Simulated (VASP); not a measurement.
Set up this calculation in VASP 6.6.1, as the native input.

- Task: single point
- Functional: HSE06
- Potentials or basis: VASP PAW PBE potentials, release 64 (Te, Sn_d)
- Cutoff: 520 eV
- k mesh: 4 × 4 × 4
- Occupations: fermi-dirac, width 0.05 eV
- Spin: no spin polarisation
- Dipole correction: no
- Grid for exact exchange (PRECFOCK): Normal
- Further INCAR settings: ALGO = Normal; EDIFF = 1e-06; NBANDS = 17
- Screening parameter: 0.2079 1/Å

SnTe:

```
CELL_PARAMETERS angstrom
0.00000 3.58232 3.58232
3.58232 0.00000 3.58232
3.58232 3.58232 0.00000
ATOMIC_POSITIONS crystal
Te 0.25000 0.25000 0.25000
Sn 0.00000 0.00000 0.00000
```

The input as run:

POSCAR

```
SnTe
1.0
    0.0000000000      3.5823175545      3.5823175545
    3.5823175545      0.0000000000      3.5823175545
    3.5823175545      3.5823175545      0.0000000000
Te Sn
1 1
Direct
    0.2500000000      0.2500000000      0.2500000000
    0.0000000000      0.0000000000      0.0000000000
```

INCAR.step1

```
PREC     = Accurate       # precision mode
ENCUT    = 520            # plane-wave cutoff, eV
EDIFF    = 1E-5           # SCF threshold, eV
ISMEAR   = -1             # smearing method
SIGMA    = 0.05           # smearing width, eV
LREAL    = False          # projectors in reciprocal space
LASPH    = True           # aspherical terms in the spheres
NELM     = 100            # most SCF steps
ALGO     = Normal         # electronic algorithm
ISIF     = 2              # what is computed and relaxed
LWAVE    = True           # write WAVECAR
LCHARG   = False          # write CHGCAR
NBANDS   = 17             # bands
GGA      = PE             # functional
```

INCAR.step2

```
PREC     = Accurate       # precision mode
ENCUT    = 520            # plane-wave cutoff, eV
EDIFF    = 1E-6           # SCF threshold, eV
ISMEAR   = -1             # smearing method
SIGMA    = 0.05           # smearing width, eV
LREAL    = False          # projectors in reciprocal space
LASPH    = True           # aspherical terms in the spheres
NELM     = 100            # most SCF steps
ALGO     = Normal         # electronic algorithm
ISIF     = 2              # what is computed and relaxed
LWAVE    = False          # write WAVECAR
LCHARG   = False          # write CHGCAR
GGA      = PE             # functional
LHFCALC  = True           # exact exchange
HFSCREEN = 0.2079         # screening, 1/A
PRECFOCK = Normal       
NBANDS   = 17             # bands
ISTART   = 1
```

KPOINTS

```
Automatic mesh
0
Gamma
  4 4 4
```

Potentials or basis: VASP PAW PBE potentials, release 64 (Te, Sn_d).

Launch:

```sh
$ cat potpaw_PBE.64/Te/POTCAR potpaw_PBE.64/Sn_d/POTCAR > POTCAR
$ cp INCAR.step1 INCAR
$ mpirun -np 1 vasp_std > vasp.out
$ cp INCAR.step2 INCAR
$ mpirun -np 1 vasp_std > vasp.out
```

Results of the run:

- Pressure: -0.2 GPa
- Band gap on the k mesh: 0.28 eV, indirect (least direct gap 1.11 eV)

Caveat: the PAW data sets were made with another functional, which shifts forces and pressure a little; spin-orbit coupling is left out, which moves the levels of the heavy elements.

Wall time 23 min on 1 thread of AMD EPYC 7R13 Processor (Zen 3), with other jobs on the host, peak memory 0.33 GiB.
